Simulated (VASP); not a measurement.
# Sb2Pt (P-3m1) in VASP: a series of runs

The runs below take Sb2Pt through single point, relaxation of cell and atoms, with PBE.

All numbers are computed with VASP 6.6.1; they aren't measurements. Logs are shortened: lines on timing, memory, paths and dates and some standing lists are left out, and cuts for length are marked.

### 1 The cell of the first run

The structure is trigonal, space group P-3m1 (No. 164). The conventional cell has a = 3.995 Å, b = 3.995 Å, c = 5.315 Å, α = 90.00°, β = 90.00°, γ = 120.00°. Within 3.7 Å of Sb (site symmetry 3m) lie 3 Pt at 2.71 Å and 6 Sb at 3.37 to 3.67 Å. Within 3.6 Å of Pt (site symmetry -3m) lie 6 Sb at 2.71 Å.

The cell was generated, and may not be a known phase.

### 2 Single point, PBE

Input file INCAR:

```
SYSTEM = Sb2Pt
PREC = Accurate
ENCUT = 520
EDIFF = 1E-7
ISMEAR = 0
SIGMA = 0.2
LREAL = .False.
LASPH = .True.
NELM = 60
ALGO = Normal
ISIF = 2
LWAVE = .False.
LCHARG = .True.
GGA = PE
LELF = .True.
LVHAR = .True.
NBANDS = 17
```

Input file KPOINTS:

```
regular mesh
0
Gamma
  6 6 4
  0 0 0
```

Input file POSCAR:

```
Sb2Pt
1.0
    3.9945291099      0.0000000000      0.0000000000
   -1.9972645549      3.4593636853      0.0000000000
    0.0000000000      0.0000000000      5.3147921787
Sb Pt
2 1
Direct
    0.6666666667      0.3333333333      0.7315038688
    0.3333333333      0.6666666667      0.2684961312
    0.0000000000      0.0000000000      0.0000000000
```

Potentials or basis: VASP PAW PBE potentials, release 64 (Sb, Pt).

Started as:

```console
$ cat potpaw_PBE.64/Sb/POTCAR potpaw_PBE.64/Pt/POTCAR > POTCAR
$ mpirun -np 1 vasp_std > vasp.out
```

OUTCAR:

```text
SYSTEM = Sb2Pt
   PREC = Accurate
   ENCUT = 520
   EDIFF = 1E-7
   ISMEAR = 0
   LREAL = .False.
   LASPH = .True.
   NELM = 60
   ISIF = 2
   GGA = PE

 ion  position               nearest neighbor table
   1  0.667  0.333  0.732-   3 2.71   3 2.71   3 2.71   2 3.37   2 3.37   2 3.37   2 3.67   2 3.67
                             2 3.67
   2  0.333  0.667  0.268-   3 2.71   3 2.71   3 2.71   1 3.37   1 3.37   1 3.37   1 3.67   1 3.67
                             1 3.67
   3  0.000  0.000  0.000-   1 2.71   2 2.71   2 2.71   1 2.71   1 2.71   2 2.71

  LATTYP: Found a hexagonal cell.
 ALAT       =     3.9945291099
 C/A-ratio  =     1.3305178239

  Lattice vectors:

 A1 = (   3.9945291099,   0.0000000000,   0.0000000000)
 A2 = (  -1.9972645549,   3.4593636853,   0.0000000000)
 A3 = (   0.0000000000,   0.0000000000,   5.3147921787)

Analysis of symmetry for initial positions (statically):
=====================================================================
 Subroutine PRICEL returns:
 Original cell was already a primitive cell.

 Routine SETGRP: Setting up the symmetry group for a
 hexagonal supercell.

 Subroutine GETGRP returns: Found 12 space group operations
 (whereof 12 operations were pure point group operations)
 out of a pool of 24 trial point group operations.

The static configuration has the point symmetry D_3d.

Analysis of symmetry for dynamics (positions and initial velocities):
=====================================================================
 Subroutine PRICEL returns:
 Original cell was already a primitive cell.

 Routine SETGRP: Setting up the symmetry group for a
 hexagonal supercell.

 Subroutine GETGRP returns: Found 12 space group operations
 (whereof 12 operations were pure point group operations)
 out of a pool of 24 trial point group operations.

The dynamic configuration has the point symmetry D_3d.

 Subroutine INISYM returns: Found 12 space group operations
 (whereof 12 operations are pure point group operations),
 and found     1 'primitive' translations

----------------------------------------------------------------------------------------

                                     Primitive cell

  volume of cell :      73.4426

  direct lattice vectors                    reciprocal lattice vectors
     3.994529110  0.000000000  0.000000000     0.250342399  0.144535251  0.000000000
    -1.997264555  3.459363685  0.000000000     0.000000000  0.289070503  0.000000000
     0.000000000  0.000000000  5.314792179     0.000000000  0.000000000  0.188154111

  length of vectors
     3.994529110  3.994529110  5.314792179     0.289070503  0.289070503  0.188154111

  position of ions in fractional coordinates (direct lattice)
     0.666666667  0.333333333  0.731503869
     0.333333333  0.666666667  0.268496131
     0.000000000  0.000000000  0.000000000

  ion indices of the primitive-cell ions
   primitive index   ion index
                 1           1
                 2           2
                 3           3

----------------------------------------------------------------------------------------

 KPOINTS: regular mesh

Automatic generation of k-mesh.
 Grid dimensions read from file:
 generate k-points for:    6    6    4

 Generating k-lattice:

  Cartesian coordinates                     Fractional coordinates (reciprocal lattice)
     0.041723733  0.024089209  0.000000000     0.166666667  0.000000000  0.000000000
     0.000000000  0.048178417  0.000000000     0.000000000  0.166666667  0.000000000
     0.000000000  0.000000000  0.047038528     0.000000000  0.000000000  0.250000000

  Length of vectors
     0.048178417  0.048178417  0.047038528

  Shift w.r.t. Gamma in fractional coordinates (k-lattice)
     0.000000000  0.000000000  0.000000000

 Subroutine IBZKPT returns following result:
 ===========================================

 Found     24 irreducible k-points:

 Following reciprocal coordinates:
            Coordinates               Weight
  0.000000  0.000000  0.000000      1.000000
  0.166667 -0.000000  0.000000      6.000000
  0.333333  0.000000  0.000000      6.000000
  0.500000  0.000000  0.000000      3.000000
  0.166667  0.166667  0.000000      6.000000
  0.333333  0.166667  0.000000     12.000000
[... 16 lines left out ...]
  0.333333  0.166667  0.500000     12.000000
  0.333333  0.333333  0.500000      2.000000
   k-points           NKPTS =     24   k-points in BZ     NKDIM =     24   number of bands    NBANDS=     17
   number of dos      NEDOS =    301   number of ions     NIONS =      3
   total plane-waves  NPLWV =  36000
   dimension x,y,z NGX =    30 NGY =   30 NGZ =   40
   dimension x,y,z NGXF=    60 NGYF=   60 NGZF=   80
   ions per type =               2   1
   NGX,Y,Z   is equivalent  to a cutoff of  12.49, 12.49, 12.51 a.u.
   NGXF,Y,Z  is equivalent  to a cutoff of  24.97, 24.97, 25.02 a.u.
 SYSTEM =  Sb2Pt
   PREC   = accura    normal or accurate (medium, high low for compatibility)
   ISTART =      0    job   : 0-new  1-cont  2-samecut
   ICHARG =      2    charge: 1-file 2-atom 10-const
   ISPIN  =      1    spin polarized calculation?
   LNONCOLLINEAR =      F non collinear calculations
   LSORBIT =      F    spin-orbit coupling
   LASPH  =      T    aspherical Exc in radial PAW
   ENCUT  =  520.0 eV  38.22 Ry    6.18 a.u.   7.43  7.43  9.88*2*pi/ulx,y,z
   NELM   =     60;   NELMIN=  2; NELMDL= -5     # of ELM steps
   EDIFF  = 0.1E-06   stopping-criterion for ELM
   LREAL  =      F    real-space projection
   EDIFFG = 0.1E-05   stopping-criterion for IOM
   NSW    =      0    number of steps for IOM
   IBRION =     -1    ionic relax: 0-MD 1-quasi-New 2-CG
   NFREE  =      0    steps in history (QN), initial steepest desc. (CG)
   ISIF   =      2    stress and relaxation
   ISYM   =      2    0-nonsym 1-usesym 2-fastsym
   POTIM  = 0.5000    time-step for ionic-motion
   TEBEG  =    0.0;   TEEND  =   0.0 temperature during run
   PSTRESS=    0.0 pullay stress
   NELECT =      20.0000    total number of electrons
   NUPDOWN=      -1.0000    fix difference up-down
   EMIN   =  10.00;   EMAX   =-10.00  energy-range for DOS
   EFERMI =   0.00;   METHOD = LEGACY
   ISMEAR =     0;   SIGMA  =   0.20  broadening in eV -4-tet -1-fermi 0-gaus
   EFERMI_NEDOS =   21; number of points for ismear=-14 and -15
   IALGO  =     38    algorithm
   IMIX   =      4    mixing-type and parameters
     AMIX     =   0.40;   BMIX     =  1.00
     AMIX_MAG =   1.60;   BMIX_MAG =  1.00
  volume/ion in A,a.u.               =      24.48       165.21
  Fermi-wavevector in a.u.,A,eV,Ry     =   1.061130  2.005246 15.320132  1.125998
  Thomas-Fermi vector in A             =   2.196536
   LORBIT       =      0    0 simple, 1 ext, 2 COOP (PROOUT), +10 PAW based schemes
   GGA     = PE    functional components
   LHFCALC =     F    Hartree Fock is set to
   AEXX    =    0.0000 exact exchange contribution
   IVDW    =     0    specifies the selected vdW correction
   LEPSILON=     F    determine dielectric tensor
   LRPA    =     F    only Hartree local field effects (RPA)
 non-spin polarized calculation
 Gauss-broadening in eV      SIGMA  =   0.20
  energy-cutoff  :      520.00
  volume of cell :       73.44
 maximum number of plane-waves:      2001
 NGX is ok and might be reduce to    30
   NGX = 15   NGY = 15   NGZ = 19

 number of electron      19.9999998 magnetization

 Free energy of the ion-electron system (eV)
  ---------------------------------------------------
  ext. energy  EPLUGINS =         0.00000000
  ---------------------------------------------------
  free energy    TOTEN  =       -15.36417809 eV

  energy without entropy =      -15.33146595  energy(sigma->0) =      -15.34782202

 E-fermi :   7.9887     XC(G=0): -10.5019

 val. band max:        7.9682327070   @ k =   0.1667  -0.0000   0.2500
 cond. band min:       7.9918506763   @ k =   0.1667   0.1667   0.5000
 fundamental gap:      0.0236179693
 Fermi energy:         7.9887143825

 k-point     1 :       0.0000    0.0000    0.0000
  band No.  band energies     occupation
      1      -4.0181      2.00000
      2       0.0801      2.00000
      3       2.2635      2.00000
      4       3.4191      2.00000
      5       3.4191      2.00000
      6       4.8486      2.00000
[... 9 lines left out ...]
     16      15.0860      0.00000
     17      15.0860      0.00000

 k-point     2 :       0.1667   -0.0000    0.0000
  band No.  band energies     occupation
      1      -3.6752      2.00000
      2      -0.1174      2.00000
      3       2.6217      2.00000
      4       3.5672      2.00000
      5       3.6566      2.00000
      6       4.7205      2.00000
[... 9 lines left out ...]
     16      15.5373      0.00000
     17      15.9395      0.00000

 k-point     3 :       0.3333    0.0000    0.0000
  band No.  band energies     occupation
      1      -2.7216      2.00000
      2      -0.5989      2.00000
      3       3.2606      2.00000
      4       3.6009      2.00000
      5       3.8261      2.00000
      6       4.5494      2.00000
[... 9 lines left out ...]
     16      15.0441      0.00000
     17      15.0706      0.00000

 k-point     4 :       0.5000    0.0000    0.0000
  band No.  band energies     occupation
      1      -1.6153      2.00000
      2      -1.3411      2.00000
      3       2.4227      2.00000
      4       3.8862      2.00000
      5       4.0399      2.00000
      6       5.1863      2.00000
[... 9 lines left out ...]
     16      14.4732      0.00000
     17      14.6774      0.00000
[... 343 lines left out ...]
      1      -2.0239      2.00000
      2      -1.8926      2.00000
      3       2.9138      2.00000
      4       3.4076      2.00000
      5       4.3716      2.00000
      6       4.4150      2.00000
[... 9 lines left out ...]
     16      15.4243      0.00000
     17      16.0651      0.00000

 k-point    23 :       0.3333    0.1667    0.5000
  band No.  band energies     occupation
      1      -1.5368      2.00000
      2      -1.1139      2.00000
      3       2.4700      2.00000
      4       3.0853      2.00000
      5       4.0164      2.00000
      6       4.5425      2.00000
[... 9 lines left out ...]
     16      15.7634      0.00000
     17      16.6465      0.00000

 k-point    24 :       0.3333    0.3333    0.5000
  band No.  band energies     occupation
      1      -1.1180      2.00000
      2      -1.1180      2.00000
      3       3.0777      2.00000
      4       3.0777      2.00000
      5       3.3396      2.00000
      6       4.9712      2.00000
[... 9 lines left out ...]
     16      15.7202      0.00000
     17      16.2886      0.00000

------------------------ aborting loop because EDIFF is reached ----------------------------------------

  FORCE on cell =-STRESS in cart. coord.  units (eV):
  Direction    XX          YY          ZZ          XY          YZ          ZX
  --------------------------------------------------------------------------------------
  -------------------------------------------------------------------------------------
  Total       -0.1623569     -0.1623569     -0.1151297     -0.0000000      0.0000000      0.0000000
  in kB       -3.5418742     -3.5418742     -2.5115961     -0.0000000      0.0000000      0.0000000
  external PRESSURE =      -3.1984481 kB  Pullay stress =       0.0000000 kB

 VOLUME and BASIS-vectors are now :
 -----------------------------------------------------------------------------
  energy-cutoff  :      520.00
  volume of cell :       73.44
      direct lattice vectors                 reciprocal lattice vectors
     3.994529110  0.000000000  0.000000000     0.250342399  0.144535251  0.000000000
    -1.997264555  3.459363685  0.000000000     0.000000000  0.289070503  0.000000000
     0.000000000  0.000000000  5.314792179     0.000000000  0.000000000  0.188154111

 POSITION                                       TOTAL-FORCE (eV/Angst)
 -----------------------------------------------------------------------------------
      1.99726      1.15312      3.88779         0.000000     -0.000000      0.027631
     -0.00000      2.30624      1.42700        -0.000000      0.000000     -0.027631
      0.00000      0.00000      0.00000         0.000000      0.000000     -0.000000
 -----------------------------------------------------------------------------------
    total drift:                                0.000000     -0.000000      0.000000

  FREE ENERGIE OF THE ION-ELECTRON SYSTEM (eV)
  ---------------------------------------------------
  free  energy   TOTEN  =       -15.3641780926 eV

  energy  without entropy=      -15.3314659521  energy(sigma->0) =      -15.34782202
```

Wall time 16 s (1 thread of Intel Xeon 6975P-C (Granite Rapids), shared host); peak memory 0.19 GiB.

What came out:

| Quantity | Value |
| --- | --- |
| Free energy | -15.3642 eV |
| Pressure | -0.3 GPa |
| Largest force | 0.028 eV/Å |
| Band gap on the k mesh | zero (bands 10 and 11 overlap by 3.56 eV) |

Forces on the atoms (eV/Å):
```
Sb   0.000  0.000  0.028
Sb   0.000  0.000 -0.028
Pt   0.000  0.000  0.000
```

Stress tensor (GPa, compression positive):
```
-0.35  0.00  0.00
 0.00 -0.35  0.00
 0.00  0.00 -0.25
```

Levels at points of the mesh, in eV from the Fermi level:
```csv
k point,band 8,band 9,band 10,band 11,band 12,band 13
"(0.00, 0.00, 0.00)",-2.07,1.70,1.70,2.58,2.58,3.82
"(0.50, 0.00, 0.00)",-2.31,-1.95,-1.66,-1.64,1.20,4.50
"(0.00, 0.00, 0.50)",-0.47,0.61,0.88,0.88,4.11,4.11
"(0.50, 0.00, 0.50)",-2.73,-2.52,-0.37,1.05,1.69,3.15
```

Caveat: spin-orbit coupling is left out, which moves the levels of the heavy elements.

[end of part 1 of 2]

The gap in the log of VASP goes by the Fermi energy; the results here count the filled bands.